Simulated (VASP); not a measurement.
Set up this calculation in VASP 6.6.1, as the native input.

```
Task                   : single point
Functional             : r2SCAN
Potentials or basis    : VASP PAW PBE potentials, release 64 (C)
Cutoff                 : 520 eV
k mesh                 : 15 × 15 × 3
Occupations            : gaussian, width 0.05 eV
Spin                   : no spin polarisation
Dipole correction      : no
Further INCAR settings : ALGO = Normal; EDIFF = 1e-07; NBANDS = 21
```

The system is C.

```
C
1.0
    -2.45583    0.00000    0.00000
    -1.22792   -2.12681    0.00000
    -0.40931   -0.70894   10.55723
C
6
Cartesian
  -2.4558 -1.4179 1.7591
  -3.6837 -2.1268 8.7973
  -1.2279 -0.7089 5.2782
  -2.4558 -1.4179 8.7978
  -2.4558 0.0000 5.2787
  -1.2279 -0.7089 1.7596
```

These files were run (other wordings do the same):

POSCAR

```
C
1.0
   -2.4558330623      0.0000000000      0.0000000000
   -1.2279165312     -2.1268138194      0.0000000000
   -0.4093055104     -0.7089379398     10.5572328611
C
6
Direct
    0.6666666667      0.6111247460      0.1666257619
    1.0000000000      0.7222358571      0.8332924286
    0.3333333333      0.1666803016      0.4999590952
    0.6666666667      0.3888863651      0.8333409048
    1.0000000000     -0.1666691905      0.5000075714
    0.3333333333      0.2777752540      0.1666742381
```

INCAR.step1

```
SYSTEM = C
PREC = Accurate ; ENCUT = 520
ISMEAR = 0 ; SIGMA = 0.05
LREAL = .False. ; LASPH = .True.
NELM = 80 ; NBANDS = 21
GGA = PE ; ALGO = Normal
EDIFF = 1E-4 ; LWAVE = .True.
LCHARG = .False.
```

INCAR.step2

```
SYSTEM = C
PREC = Accurate ; ENCUT = 520
EDIFF = 1E-7 ; ISMEAR = 0
SIGMA = 0.05 ; LREAL = .False.
LASPH = .True. ; NELM = 80
ALGO = Normal ; ISIF = 2
LWAVE = .False. ; LCHARG = .False.
METAGGA = R2SCAN ; LMIXTAU = .True.
NBANDS = 21 ; ISTART = 1
```

KPOINTS

```
regular mesh
0
Gamma
  15 15 3
  0 0 0
```

Potentials or basis: VASP PAW PBE potentials, release 64 (C).

The run is started by

```console
$ cat potpaw_PBE.64/C/POTCAR > POTCAR
$ cp INCAR.step1 INCAR
$ mpirun -np 1 vasp_std > vasp.out
$ cp INCAR.step2 INCAR
$ mpirun -np 1 vasp_std > vasp.out
```

It gave:

```yaml
Pressure: 0.7 GPa
Largest_force: 0.014 eV/Å
Band_gap_on_the_k_mesh: 0.20 eV, direct
```

Caveat: the PAW data sets were made with another functional, which shifts forces and pressure a little.

Wall time 28 min on 1 thread of AMD EPYC 7R43 64-Core Processor (Zen 3), with other jobs on the host, peak memory 0.32 GiB.
